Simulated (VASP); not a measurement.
# K2S (Fm-3m) in VASP: notebook

The runs below take K2S through single point, with PBEsol, PBEsol+D4.

Program: VASP 6.6.1. These are calculated values, not measurements. Logs are shortened: lines on timing, memory, paths and dates and some standing lists are left out, and cuts for length are marked.

### 1 The cell of the first run

Symmetry: Fm-3m, No. 225, cubic system. The conventional cell has a = 7.405 Å, b = 7.405 Å, c = 7.405 Å, α = 90.00°, β = 90.00°, γ = 90.00°. K (site symmetry -43m) has 4 S at 3.21 Å and 6 K at 3.70 Å within 4.2 Å. S (site symmetry m-3m) has 8 K at 3.21 Å within 4.2 Å.

### 2 Single point, PBEsol

INCAR

```
SYSTEM = K2S
PREC = Accurate
ENCUT = 500
EDIFF = 1E-6
ISMEAR = 1
SIGMA = 0.05
LREAL = .False.
LASPH = .True.
NELM = 120
ALGO = Normal
ISIF = 2
LWAVE = .False.
LCHARG = .False.
GGA = PS
NBANDS = 19
GGA_COMPAT = .False.
```

KPOINTS

```
regular mesh
0
Gamma
  4 4 4
  0 0 0
```

POSCAR

```
K2S
1.0
    0.0000000000      3.7027186978      3.7027186978
    3.7027186978      0.0000000000      3.7027186978
    3.7027186978      3.7027186978      0.0000000000
K S
2 1
Direct
    0.2500000000      0.2500000000      0.2500000000
    0.7500000000      0.7500000000      0.7500000000
    0.0000000000      0.0000000000      0.0000000000
```

Potentials or basis: VASP PAW PBE potentials, release 64 (K_sv, S).

On the command line:

```
> cat potpaw_PBE.64/K_sv/POTCAR potpaw_PBE.64/S/POTCAR > POTCAR
> mpirun -np 1 vasp_std > vasp.out
```

OUTCAR:

```text
SYSTEM = K2S
   PREC = Accurate
   ENCUT = 500
   EDIFF = 1E-6
   ISMEAR = 1
   LREAL = .False.
   LASPH = .True.
   NELM = 120
   ISIF = 2
   GGA = PS

 ion  position               nearest neighbor table
   1  0.250  0.250  0.250-   3 3.21   3 3.21   3 3.21   3 3.21   2 3.70   2 3.70   2 3.70   2 3.70
                             2 3.70   2 3.70
   2  0.750  0.750  0.750-   3 3.21   3 3.21   3 3.21   3 3.21   1 3.70   1 3.70   1 3.70   1 3.70
                             1 3.70   1 3.70
   3  0.000  0.000  0.000-   2 3.21   2 3.21   2 3.21   1 3.21   2 3.21   1 3.21   1 3.21   1 3.21

  LATTYP: Found a face centered cubic cell.
 ALAT       =     7.4054373956

  Lattice vectors:

 A1 = (   0.0000000000,   3.7027186978,   3.7027186978)
 A2 = (   3.7027186978,   0.0000000000,   3.7027186978)
 A3 = (   3.7027186978,   3.7027186978,   0.0000000000)

Analysis of symmetry for initial positions (statically):
=====================================================================
 Subroutine PRICEL returns:
 Original cell was already a primitive cell.

 Routine SETGRP: Setting up the symmetry group for a
 face centered cubic supercell.

 Subroutine GETGRP returns: Found 48 space group operations
 (whereof 48 operations were pure point group operations)
 out of a pool of 48 trial point group operations.

The static configuration has the point symmetry O_h .

Analysis of symmetry for dynamics (positions and initial velocities):
=====================================================================
 Subroutine PRICEL returns:
 Original cell was already a primitive cell.

 Routine SETGRP: Setting up the symmetry group for a
 face centered cubic supercell.

 Subroutine GETGRP returns: Found 48 space group operations
 (whereof 48 operations were pure point group operations)
 out of a pool of 48 trial point group operations.

The dynamic configuration has the point symmetry O_h .

 Subroutine INISYM returns: Found 48 space group operations
 (whereof 48 operations are pure point group operations),
 and found     1 'primitive' translations

----------------------------------------------------------------------------------------

                                     Primitive cell

  volume of cell :     101.5295

  direct lattice vectors                    reciprocal lattice vectors
     0.000000000  3.702718698  3.702718698    -0.135035913  0.135035913  0.135035913
     3.702718698  0.000000000  3.702718698     0.135035913 -0.135035913  0.135035913
     3.702718698  3.702718698  0.000000000     0.135035913  0.135035913 -0.135035913

  length of vectors
     5.236435000  5.236435000  5.236435000     0.233889062  0.233889062  0.233889062

  position of ions in fractional coordinates (direct lattice)
     0.250000000  0.250000000  0.250000000
     0.750000000  0.750000000  0.750000000
     0.000000000  0.000000000  0.000000000

  ion indices of the primitive-cell ions
   primitive index   ion index
                 1           1
                 2           2
                 3           3

----------------------------------------------------------------------------------------

 KPOINTS: regular mesh

Automatic generation of k-mesh.
 Grid dimensions read from file:
 generate k-points for:    4    4    4

 Generating k-lattice:

  Cartesian coordinates                     Fractional coordinates (reciprocal lattice)
    -0.033758978  0.033758978  0.033758978     0.250000000  0.000000000  0.000000000
     0.033758978 -0.033758978  0.033758978     0.000000000  0.250000000  0.000000000
     0.033758978  0.033758978 -0.033758978     0.000000000  0.000000000  0.250000000

  Length of vectors
     0.058472266  0.058472266  0.058472266

  Shift w.r.t. Gamma in fractional coordinates (k-lattice)
     0.000000000  0.000000000  0.000000000

 Subroutine IBZKPT returns following result:
 ===========================================

 Found      8 irreducible k-points:

 Following reciprocal coordinates:
            Coordinates               Weight
  0.000000  0.000000  0.000000      1.000000
  0.250000  0.000000  0.000000      8.000000
  0.500000  0.000000  0.000000      4.000000
  0.250000  0.250000  0.000000      6.000000
  0.500000  0.250000  0.000000     24.000000
 -0.250000  0.250000  0.000000     12.000000
  0.500000  0.500000  0.000000      3.000000
 -0.250000  0.500000  0.250000      6.000000
   k-points           NKPTS =      8   k-points in BZ     NKDIM =      8   number of bands    NBANDS=     19
   number of dos      NEDOS =    301   number of ions     NIONS =      3
   total plane-waves  NPLWV =  64000
   dimension x,y,z NGX =    40 NGY =   40 NGZ =   40
   dimension x,y,z NGXF=    80 NGYF=   80 NGZF=   80
   ions per type =               2   1
   NGX,Y,Z   is equivalent  to a cutoff of  12.70, 12.70, 12.70 a.u.
   NGXF,Y,Z  is equivalent  to a cutoff of  25.40, 25.40, 25.40 a.u.
 SYSTEM =  K2S
   PREC   = accura    normal or accurate (medium, high low for compatibility)
   ISTART =      0    job   : 0-new  1-cont  2-samecut
   ICHARG =      2    charge: 1-file 2-atom 10-const
   ISPIN  =      1    spin polarized calculation?
   LNONCOLLINEAR =      F non collinear calculations
   LSORBIT =      F    spin-orbit coupling
   LASPH  =      T    aspherical Exc in radial PAW
   ENCUT  =  500.0 eV  36.75 Ry    6.06 a.u.   9.55  9.55  9.55*2*pi/ulx,y,z
   NELM   =    120;   NELMIN=  2; NELMDL= -5     # of ELM steps
   EDIFF  = 0.1E-05   stopping-criterion for ELM
   LREAL  =      F    real-space projection
   EDIFFG = 0.1E-04   stopping-criterion for IOM
   NSW    =      0    number of steps for IOM
   IBRION =     -1    ionic relax: 0-MD 1-quasi-New 2-CG
   NFREE  =      0    steps in history (QN), initial steepest desc. (CG)
   ISIF   =      2    stress and relaxation
   ISYM   =      2    0-nonsym 1-usesym 2-fastsym
   POTIM  = 0.5000    time-step for ionic-motion
   TEBEG  =    0.0;   TEEND  =   0.0 temperature during run
   PSTRESS=    0.0 pullay stress
   NELECT =      24.0000    total number of electrons
   NUPDOWN=      -1.0000    fix difference up-down
   EMIN   =  10.00;   EMAX   =-10.00  energy-range for DOS
   EFERMI =   0.00;   METHOD = LEGACY
   ISMEAR =     1;   SIGMA  =   0.05  broadening in eV -4-tet -1-fermi 0-gaus
   EFERMI_NEDOS =   21; number of points for ismear=-14 and -15
   IALGO  =     38    algorithm
   IMIX   =      4    mixing-type and parameters
     AMIX     =   0.40;   BMIX     =  1.00
     AMIX_MAG =   1.60;   BMIX_MAG =  1.00
  volume/ion in A,a.u.               =      33.84       228.38
  Fermi-wavevector in a.u.,A,eV,Ry     =   1.012235  1.912846 13.940787  1.024619
  Thomas-Fermi vector in A             =   2.145332
   LORBIT       =      0    0 simple, 1 ext, 2 COOP (PROOUT), +10 PAW based schemes
   GGA     = PS    functional components
   LHFCALC =     F    Hartree Fock is set to
   AEXX    =    0.0000 exact exchange contribution
   IVDW    =     0    specifies the selected vdW correction
   LEPSILON=     F    determine dielectric tensor
   LRPA    =     F    only Hartree local field effects (RPA)
 non-spin polarized calculation
 Methfessel and Paxton  Order N= 1 SIGMA  =   0.05
  energy-cutoff  :      500.00
  volume of cell :      101.53
 maximum number of plane-waves:      2637
 NGX is ok and might be reduce to    40
   NGX = 19   NGY = 19   NGZ = 19

 number of electron      23.9999996 magnetization

 Free energy of the ion-electron system (eV)
  ---------------------------------------------------
  ext. energy  EPLUGINS =         0.00000000
  ---------------------------------------------------
  free energy    TOTEN  =        -9.85864045 eV

  energy without entropy =       -9.86134757  energy(sigma->0) =       -9.85954282

 E-fermi :  -0.4273     XC(G=0):  -7.5002

 val. band max:       -0.4493847773   @ k =   0.5000   0.5000   0.0000
 cond. band min:       1.8286760261   @ k =   0.0000   0.0000   0.0000
 fundamental gap:      2.2780608033
 Fermi energy:        -0.4272557542

 k-point     1 :       0.0000    0.0000    0.0000
  band No.  band energies     occupation
      1     -29.4817      2.00000
      2     -29.3970      2.00000
      3     -13.1441      2.00000
      4     -13.1441      2.00000
      5     -13.1441      2.00000
      6     -12.9005      2.00000
      7     -12.9005      2.00000
      8     -12.9005      2.00000
      9     -10.0389      2.00000
     10      -0.6487      2.00000
     11      -0.6487      2.00000
     12      -0.6487      2.00000
     13       1.8287      0.00000
     14       4.9640      0.00000
     15       4.9640      0.00000
     16       7.0008      0.00000
     17       7.0008      0.00000
     18       7.0008      0.00000
     19       7.8761      0.00000

 k-point     2 :       0.2500    0.0000    0.0000
  band No.  band energies     occupation
      1     -29.4688      2.00000
      2     -29.4089      2.00000
      3     -13.1338      2.00000
      4     -13.1127      2.00000
      5     -13.1127      2.00000
      6     -12.9864      2.00000
      7     -12.9403      2.00000
      8     -12.9403      2.00000
      9      -9.9302      2.00000
     10      -0.9521      2.00000
     11      -0.5833      2.00009
     12      -0.5833      2.00009
     13       2.8959      0.00000
     14       5.0728      0.00000
     15       5.0728      0.00000
     16       5.9559      0.00000
     17       7.0338      0.00000
     18       7.2146      0.00000
     19       7.2146      0.00000

 k-point     3 :       0.5000    0.0000    0.0000
  band No.  band energies     occupation
      1     -29.4384      2.00000
      2     -29.4383      2.00000
      3     -13.1383      2.00000
      4     -13.0509      2.00000
      5     -13.0359      2.00000
      6     -13.0359      2.00000
      7     -13.0255      2.00000
      8     -13.0255      2.00000
      9      -9.8307      2.00000
     10      -1.0856      2.00000
     11      -0.5173      2.02877
     12      -0.5173      2.02877
     13       4.1809      0.00000
     14       4.4858      0.00000
     15       5.3151      0.00000
     16       5.3151      0.00000
     17       7.1230      0.00000
     18       7.1235      0.00000
     19       7.2636      0.00000

 k-point     4 :       0.2500    0.2500    0.0000
  band No.  band energies     occupation
      1     -29.4668      2.00000
      2     -29.4105      2.00000
      3     -13.1761      2.00000
      4     -13.1761      2.00000
      5     -13.1398      2.00000
      6     -12.9901      2.00000
      7     -12.8815      2.00000
      8     -12.8815      2.00000
      9      -9.9007      2.00000
     10      -1.0538      2.00000
     11      -0.5455      2.00413
     12      -0.5455      2.00413
     13       3.1341      0.00000
     14       4.4925      0.00000
     15       5.4276      0.00000
     16       5.9957      0.00000
     17       6.9577      0.00000
     18       6.9577      0.00000
     19       7.1562      0.00000

 k-point     5 :       0.5000    0.2500    0.0000
  band No.  band energies     occupation
      1     -29.4480      2.00000
      2     -29.4282      2.00000
      3     -13.2745      2.00000
      4     -13.1676      2.00000
      5     -13.1550      2.00000
      6     -12.9229      2.00000
      7     -12.9108      2.00000
      8     -12.8886      2.00000
      9      -9.8082      2.00000
     10      -1.0391      2.00000
     11      -0.6240      2.00000
     12      -0.4835      2.06734
     13       3.3999      0.00000
     14       5.0210      0.00000
     15       5.3854      0.00000
     16       5.7934      0.00000
     17       6.6483      0.00000
     18       6.8829      0.00000
     19       7.5937      0.00000

 k-point     6 :      -0.2500    0.2500    0.0000
  band No.  band energies     occupation
      1     -29.4524      2.00000
      2     -29.4242      2.00000
      3     -13.2432      2.00000
      4     -13.1095      2.00000
      5     -13.0560      2.00000
      6     -13.0239      2.00000
      7     -13.0052      2.00000
      8     -12.8639      2.00000
      9      -9.8357      2.00000
     10      -0.9547      2.00000
     11      -0.6832      2.00000
     12      -0.5212      2.02322
     13       3.5720      0.00000
     14       4.8155      0.00000
     15       5.2963      0.00000
     16       5.9931      0.00000
     17       6.4314      0.00000
     18       6.7219      0.00000
     19       7.5716      0.00000

 k-point     7 :       0.5000    0.5000    0.0000
  band No.  band energies     occupation
      1     -29.4519      2.00000
      2     -29.4238      2.00000
      3     -13.3565      2.00000
      4     -13.2076      2.00000
      5     -13.2076      2.00000
      6     -12.8625      2.00000
      7     -12.8625      2.00000
      8     -12.8304      2.00000
      9      -9.7841      2.00000
     10      -1.2138      2.00000
     11      -0.4494      1.67391
     12      -0.4494      1.67390
     13       2.9679      0.00000
     14       4.7752      0.00000
     15       6.1027      0.00000
     16       6.1241      0.00000
     17       7.1117      0.00000
     18       7.1117      0.00000
     19       7.2387      0.00000

 k-point     8 :      -0.2500    0.5000    0.2500
  band No.  band energies     occupation
      1     -29.4379      2.00000
      2     -29.4379      2.00000
      3     -13.3305      2.00000
      4     -13.2354      2.00000
      5     -13.0388      2.00000
      6     -13.0388      2.00000
      7     -12.8479      2.00000
      8     -12.8450      2.00000
      9      -9.7819      2.00000
     10      -0.8409      2.00000
     11      -0.8409      2.00000
     12      -0.4657      1.96343
     13       3.1782      0.00000
     14       5.2589      0.00000
     15       5.2589      0.00000
     16       6.2316      0.00000
     17       6.8047      0.00000
     18       6.8047      0.00000
     19       7.3177      0.00000

------------------------ aborting loop because EDIFF is reached ----------------------------------------

  FORCE on cell =-STRESS in cart. coord.  units (eV):
  Direction    XX          YY          ZZ          XY          YZ          ZX
  --------------------------------------------------------------------------------------
  -------------------------------------------------------------------------------------
  Total       -0.3197664     -0.3197664     -0.3197664     -0.0000000     -0.0000000      0.0000000
  in kB       -5.0460474     -5.0460474     -5.0460474     -0.0000000     -0.0000000      0.0000000
  external PRESSURE =      -5.0460474 kB  Pullay stress =       0.0000000 kB

 VOLUME and BASIS-vectors are now :
 -----------------------------------------------------------------------------
  energy-cutoff  :      500.00
  volume of cell :      101.53
      direct lattice vectors                 reciprocal lattice vectors
     0.000000000  3.702718698  3.702718698    -0.135035913  0.135035913  0.135035913
     3.702718698  0.000000000  3.702718698     0.135035913 -0.135035913  0.135035913
     3.702718698  3.702718698  0.000000000     0.135035913  0.135035913 -0.135035913

 POSITION                                       TOTAL-FORCE (eV/Angst)
 -----------------------------------------------------------------------------------
      1.85136      1.85136      1.85136         0.000000      0.000000      0.000000
      5.55408      5.55408      5.55408        -0.000000     -0.000000     -0.000000
      0.00000      0.00000      0.00000         0.000000      0.000000     -0.000000
 -----------------------------------------------------------------------------------
    total drift:                               -0.000000     -0.000000      0.000000

  FREE ENERGIE OF THE ION-ELECTRON SYSTEM (eV)
  ---------------------------------------------------
  free  energy   TOTEN  =        -9.8586404525 eV

  energy  without entropy=       -9.8613475689  energy(sigma->0) =       -9.85954282
```

It took 22 s on 1 thread of AMD EPYC 9R45 (Zen 5), shared host; peak memory 0.19 GiB.

Results:

```yaml
Free_energy: -9.8586 eV
Pressure: -0.5 GPa
Band_gap_on_the_k_mesh: 2.28 eV, indirect (least direct gap 2.48 eV)
```

Caveat: the PAW data sets were made with another functional, which shifts forces and pressure a little. A k mesh can miss the band edges.

[end of part 1 of 2]
